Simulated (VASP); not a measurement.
Wanted: the native input for a VASP 6.6.1 run.

| Quantity | Value |
| --- | --- |
| Task | single point |
| Functional | PBEsol |
| Potentials or basis | VASP PAW PBE potentials, release 64 (Al, Ga_d, N) |
| Cutoff | 520 eV |
| k mesh | 6 × 8 × 6 |
| Occupations | gaussian, width 0.02 eV |
| Spin | no spin polarisation |
| Dipole correction | no |
| Further INCAR settings | ALGO = Normal; EDIFF = 1e-07; NBANDS = 41 |

The structure of AlGa3N4 lies in POSCAR:

```
AlGa3N4
1.0
    5.1037836467      0.0000000000     -0.0001216566
    0.0000000000      3.1412474150      0.0000000000
   -0.0035599293      0.0000000000      5.6428490479
Al Ga N
1 3 4
Direct
    0.0011698098      0.5000000000      0.6669176109
    0.4997944259      0.5000000000      0.3354532929
    0.4997675065      0.0000000000      0.8321968128
    1.0005639385      0.0000000000      0.1656159159
    0.1189063678      0.5000000000      0.3418707601
    0.1170609664      0.0000000000      0.8282531823
    0.6198671216      0.0000000000      0.1643046950
    0.6304698737      0.5000000000      0.6653887301
```

This cell differs from its parent crystal: uniaxial strain along c: +3.0 %.

One way to write it, as run:

INCAR

```
SYSTEM = AlGa3N4
ALGO = Normal ; EDIFF = 1E-7
ENCUT = 520 ; GGA = PS
ISIF = 2 ; ISMEAR = 0
LASPH = .True. ; LCHARG = .True.
LELF = .True. ; LREAL = .False.
LVHAR = .True. ; LWAVE = .False.
NBANDS = 41 ; NELM = 80
PREC = Accurate ; SIGMA = 0.02
```

KPOINTS

```
k-points
0
Gamma
  6 8 6
  0 0 0
```

Potentials or basis: VASP PAW PBE potentials, release 64 (Al, Ga_d, N).

Command:

```sh
$ cat potpaw_PBE.64/Al/POTCAR potpaw_PBE.64/Ga_d/POTCAR potpaw_PBE.64/N/POTCAR > POTCAR
$ mpirun -np 1 vasp_std > vasp.out
```

Results of the run:

```yaml
Pressure: -2.8 GPa
Largest_force: 0.188 eV/Å
Band_gap_on_the_k_mesh: 2.21 eV, direct
```

Caveat: the cell differs from its parent crystal (uniaxial strain along c: +3.0 %); the PAW data sets were made with another functional, which shifts forces and pressure a little.

Run time: 15 min on 1 thread of Oxide Virtual Turin-like Processor (shared host), peak memory 0.37 GiB.
